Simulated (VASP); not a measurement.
Runs of VASP 6.6.1 on Hf. The structure is that of space group Cmcm (No. 63), or close to it. The cells are those of the table. 

| cell | further INCAR settings | gap on the mesh (eV) | pressure (GPa) | largest force (eV/Å) |
| --- | --- | --- | --- | --- |
| a = 3.634, b = 2.952, c = 4.996 Å, angles 90.0, 90.0, 128.0°, 2 atoms | ALGO = Fast; EDIFF = 1e-07; NBANDS = 17 | none | 2.7 | 0.90 |
| a = 2.686, b = 3.422, c = 4.996 Å, angles 90.0, 90.0, 113.1°, 2 atoms | ALGO = Fast; EDIFF = 1e-06; NBANDS = 17 | none | 3.6 | 0.48 |
| a = 3.753, b = 3.069, c = 4.622 Å, angles 90.0, 90.0, 127.7°, 2 atoms | ALGO = Fast; EDIFF = 1e-06; NBANDS = 17 | none | 3.8 | 1.14 |
| a = 3.160, b = 3.522, c = 4.247 Å, angles 90.0, 90.0, 116.7°, 2 atoms | ALGO = Fast; EDIFF = 1e-06; NBANDS = 17 | none | (a) | 0.72 |

Alike in all rows: task single point; level PBEsol; potentials or basis VASP PAW PBE potentials, release 64 (Hf_pv); no spin polarisation; k mesh 18 × 18 × 10; cutoff (eV) 520; smearing gaussian 0.15 eV.

Task: Fill in the values left out.

Result: (a) 4.8.

Caveats: the PAW data sets were made with another functional, which shifts forces and pressure a little; spin-orbit coupling is left out, which moves the levels of the heavy elements; the stress differs along the axes, from -3 to 13 GPa (at least some runs); the stress differs along the axes, from -10 to 19 GPa (at least some runs); the stress differs along the axes, from -5 to 9 GPa (at least some runs); the stress differs along the axes, from -4 to 18 GPa (at least some runs).

A k mesh can miss the band edges, and the runs leave out spin-orbit coupling on Hf.

A gap of «none» marks levels without a gap at the run's occupations.
